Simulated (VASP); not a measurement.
# Mo4N in VASP: further runs

Mo4N is run at these levels: PBEsol; tasks: single point.

All numbers are computed with VASP 6.6.1; they aren't measurements. Logs are shortened: lines on timing, memory, paths and dates and some standing lists are left out, and cuts for length are marked.

## Step 1: The cell of the first run

The cell holds a slab with vacuum, 5 atoms: a = 3.129 Å, b = 3.129 Å, c = 20.043 Å, α = 90.00°, β = 90.00°, γ = 90.00°.

## Step 2: Single point, PBEsol

Input file INCAR:

```
PREC = Accurate ; ENCUT = 520
EDIFF = 1E-7 ; ISMEAR = 0
SIGMA = 0.1 ; LREAL = False
LASPH = True ; NELM = 100
ALGO = Normal ; ISIF = 2
LWAVE = False ; LCHARG = False
LDIPOL = True ; IDIPOL = 3
DIPOL = 0.5 0.5 0.352 ; GGA = PS
NBANDS = 38
```

Input file KPOINTS:

```
regular mesh
0
Gamma
  9 9 1
```

Input file POSCAR:

```
Mo4N
1.0
    3.1294301619      0.0000000000      0.0000000000
    0.0000000000      3.1294301619      0.0000000000
    0.0000000000      0.0000000000     20.0433475232
Mo N
4 1
Direct
    0.5000000000      0.5000000000      0.1995674622
    0.0000000000      0.0000000000      0.2776340167
    0.5000000000      0.5000000000      0.3579998484
    0.0000000000      0.0000000000      0.4262435461
    0.1250000000      0.2500000000      0.4995801843
```

Potentials or basis: VASP PAW PBE potentials, release 64 (Mo_sv, N).

The run is started by

```bash
$ cat potpaw_PBE.64/Mo_sv/POTCAR potpaw_PBE.64/N/POTCAR > POTCAR
$ mpirun -np 1 vasp_std > vasp.out
```

OUTCAR:

```text
PREC = Accurate
   ENCUT = 520
   EDIFF = 1E-7
   ISMEAR = 0
   LREAL = False
   LASPH = True
   NELM = 100
   ISIF = 2
   GGA = PS

 ion  position               nearest neighbor table
   1  0.500  0.500  0.200-   2 2.71   2 2.71   2 2.71   2 2.71   3 3.18
   2  0.000  0.000  0.278-   1 2.71   1 2.71   1 2.71   1 2.71   3 2.74   3 2.74   3 2.74   3 2.74
                             4 2.98
   3  0.500  0.500  0.358-   4 2.60   4 2.60   4 2.60   4 2.60   2 2.74   2 2.74   2 2.74   2 2.74
                             1 3.18
   4  0.000  0.000  0.426-   5 1.71   3 2.60   3 2.60   3 2.60   3 2.60   2 2.98
   5  0.125  0.250  0.500-   4 1.71

  LATTYP: Found a simple tetragonal cell.
 ALAT       =     3.1294301619
 C/A-ratio  =     6.4047914433

  Lattice vectors:

 A1 = (   3.1294301619,   0.0000000000,   0.0000000000)
 A2 = (   0.0000000000,   3.1294301619,   0.0000000000)
 A3 = (   0.0000000000,   0.0000000000,  20.0433475232)

Analysis of symmetry for initial positions (statically):
=====================================================================
 Subroutine PRICEL returns:
 Original cell was already a primitive cell.

 Routine SETGRP: Setting up the symmetry group for a
 simple tetragonal supercell.

 Subroutine GETGRP returns: Found  1 space group operations
 (whereof  1 operations were pure point group operations)
 out of a pool of 16 trial point group operations.

The static configuration has the point symmetry C_1 .

Analysis of symmetry for dynamics (positions and initial velocities):
=====================================================================
 Subroutine PRICEL returns:
 Original cell was already a primitive cell.

 Routine SETGRP: Setting up the symmetry group for a
 simple tetragonal supercell.

 Subroutine GETGRP returns: Found  1 space group operations
 (whereof  1 operations were pure point group operations)
 out of a pool of 16 trial point group operations.

The dynamic configuration has the point symmetry C_1 .

 Subroutine INISYM returns: Found  1 space group operations
 (whereof  1 operations are pure point group operations),
 and found     1 'primitive' translations

----------------------------------------------------------------------------------------

                                     Primitive cell

  volume of cell :     196.2912

  direct lattice vectors                    reciprocal lattice vectors
     3.129430162  0.000000000  0.000000000     0.319546994  0.000000000  0.000000000
     0.000000000  3.129430162  0.000000000     0.000000000  0.319546994  0.000000000
     0.000000000  0.000000000 20.043347523     0.000000000  0.000000000  0.049891866

[... 101 lines left out ...]
   NUPDOWN=      -1.0000    fix difference up-down
   EMIN   =  10.00;   EMAX   =-10.00  energy-range for DOS
   EFERMI =   0.00;   METHOD = LEGACY
   ISMEAR =     0;   SIGMA  =   0.10  broadening in eV -4-tet -1-fermi 0-gaus
   EFERMI_NEDOS =   21; number of points for ismear=-14 and -15
   IALGO  =     38    algorithm
   IMIX   =      4    mixing-type and parameters
     AMIX     =   0.40;   BMIX     =  1.00
     AMIX_MAG =   1.60;   BMIX_MAG =  1.00
  volume/ion in A,a.u.               =      39.26       264.93
  Fermi-wavevector in a.u.,A,eV,Ry     =   1.108880  2.095479 16.729923  1.229615
  Thomas-Fermi vector in A             =   2.245413
   LORBIT       =      0    0 simple, 1 ext, 2 COOP (PROOUT), +10 PAW based schemes
   GGA     = PS    functional components
   LHFCALC =     F    Hartree Fock is set to
   AEXX    =    0.0000 exact exchange contribution
   IVDW    =     0    specifies the selected vdW correction
   LEPSILON=     F    determine dielectric tensor
   LRPA    =     F    only Hartree local field effects (RPA)
 non-spin polarized calculation
 Gauss-broadening in eV      SIGMA  =   0.10
  energy-cutoff  :      520.00
  volume of cell :      196.29
 maximum number of plane-waves:      5322
   NGX = 11   NGY = 11   NGZ = 75

 dipolmoment           0.000000      0.000000     -0.325690 electrons x Angstroem

 number of electron      60.9999997 magnetization

 dipolmoment           0.000000      0.000000      0.183112 electrons x Angstroem

 Free energy of the ion-electron system (eV)
  ---------------------------------------------------
  ext. energy  EPLUGINS =         0.00000000
  ---------------------------------------------------
  free energy    TOTEN  =       -50.28906847 eV

  energy without entropy =      -50.26814581  energy(sigma->0) =      -50.27860714

 E-fermi :   0.3971     XC(G=0):  -5.7571

 val. band max:        0.3779830734   @ k =  -0.2222   0.1111   0.0000
 cond. band min:       0.4135084779   @ k =   0.2222   0.2222   0.0000
 fundamental gap:      0.0355254045
 Fermi energy:         0.3970533153

 k-point     1 :       0.0000    0.0000    0.0000
  band No.  band energies     occupation
      1     -60.4956      2.00000
      2     -60.3146      2.00000
      3     -60.1392      2.00000
      4     -59.9391      2.00000
      5     -34.9019      2.00000
      6     -34.7987      2.00000
[... 973 lines left out ...]
     37       2.3891      0.00000
     38       2.9793      0.00000

 [... further k-points ...]

------------------------ aborting loop because EDIFF is reached ----------------------------------------

 vacuum level on the upper side and lower side of the slab       (xc-potential included)         1.550        -1.806

  FORCE on cell =-STRESS in cart. coord.  units (eV):
  Direction    XX          YY          ZZ          XY          YZ          ZX
  --------------------------------------------------------------------------------------
  -------------------------------------------------------------------------------------
  Total       -1.3275211     -2.6897904      0.9177781      0.6770770      2.0553566      0.5892135
  in kB      -10.8355568    -21.9547372      7.4911330      5.5264703     16.7763304      4.8093066
  external PRESSURE =      -8.4330537 kB  Pullay stress =       0.0000000 kB

 VOLUME and BASIS-vectors are now :
 -----------------------------------------------------------------------------
  energy-cutoff  :      520.00
  volume of cell :      196.29
      direct lattice vectors                 reciprocal lattice vectors
     3.129430162  0.000000000  0.000000000     0.319546994  0.000000000  0.000000000
     0.000000000  3.129430162  0.000000000     0.000000000  0.319546994  0.000000000
     0.000000000  0.000000000 20.043347523     0.000000000  0.000000000  0.049891866

 POSITION                                       TOTAL-FORCE (eV/Angst)
 -----------------------------------------------------------------------------------
      1.56472      1.56472      4.00000         0.058600     -0.120905      1.855560
      0.00000      0.00000      5.56472         0.046106      0.274617     -1.815816
      1.56472      1.56472      7.17552        -0.363619     -0.724126     -2.787087
      0.00000      0.00000      8.54335        -0.079343     -0.338990      2.639634
      0.39118      0.78236     10.01326         0.338256      0.909403      0.107710
 -----------------------------------------------------------------------------------
    total drift:                                0.000025      0.000050      0.000389

  FREE ENERGIE OF THE ION-ELECTRON SYSTEM (eV)
  ---------------------------------------------------
  free  energy   TOTEN  =       -50.2890684691 eV

  energy  without entropy=      -50.2681458105  energy(sigma->0) =      -50.27860714

 vacuum level on the upper side and lower side of the slab         7.696         4.253
```

OSZICAR:

```text
N       E                     dE             d eps       ncg     rms          rms(c)
DAV:   1     0.627654347760E+03    0.62765E+03   -0.38005E+04  3964   0.144E+03
DAV:   2    -0.299388576414E+02   -0.65759E+03   -0.64212E+03  3724   0.432E+02
DAV:   3    -0.556765770888E+02   -0.25738E+02   -0.24735E+02  3982   0.763E+01
[... 26 lines left out ...]
DAV:  30    -0.502890666580E+02   -0.38672E-05   -0.51992E-07  3058   0.408E-03    0.160E-03
DAV:  31    -0.502890676320E+02   -0.97399E-06   -0.11796E-07  2178   0.145E-03    0.108E-03
DAV:  32    -0.502890682157E+02   -0.58368E-06   -0.81065E-08  2126   0.978E-04    0.571E-04
DAV:  33    -0.502890684141E+02   -0.19847E-06   -0.14677E-08  1880   0.624E-04    0.320E-04
DAV:  34    -0.502890684691E+02   -0.54980E-07   -0.99314E-09  1766   0.400E-04
   1 F= -.50289068E+02 E0= -.50278607E+02  d E =-.209227E-01
```

stdout:

```text
POSCAR found type information on POSCAR MoN
 POSCAR found :  2 types and       5 ions
 scaLAPACK will be used
 -----------------------------------------------------------------------------
|                                                                             |
|                                                                             |
|     You enforced a specific xc type in the INCAR file but a different       |
|     I HOPE YOU KNOW WHAT YOU ARE DOING!                                     |
|                                                                             |
 -----------------------------------------------------------------------------

 LDA part: xc-table for (Slater+PW92), standard interpolation
 POSCAR, INCAR and KPOINTS ok, starting setup
 FFT: planning ... GRIDC
 FFT: planning ... GRID_SOFT
 FFT: planning ... GRID
 WAVECAR not read
 entering main loop
```

Wall time 4.8 min (1 thread of Intel Xeon 6975P-C (Granite Rapids), shared host); peak memory 0.4 GiB.

What came out:

```yaml
Free_energy: -50.2891 eV
Largest_force: 2.902 eV/Å
Band_gap_on_the_k_mesh: zero (an odd number of electrons rules out a gap without spin polarisation)
```

Forces in eV/Å, atoms in the order of the input:
```
Mo   0.059 -0.121  1.856
Mo   0.046  0.275 -1.816
Mo  -0.364 -0.724 -2.787
Mo  -0.079 -0.339  2.640
N    0.338  0.909  0.108
```

Caveat: the PAW data sets were made with another functional, which shifts forces and pressure a little.

[end of part 1 of 2]
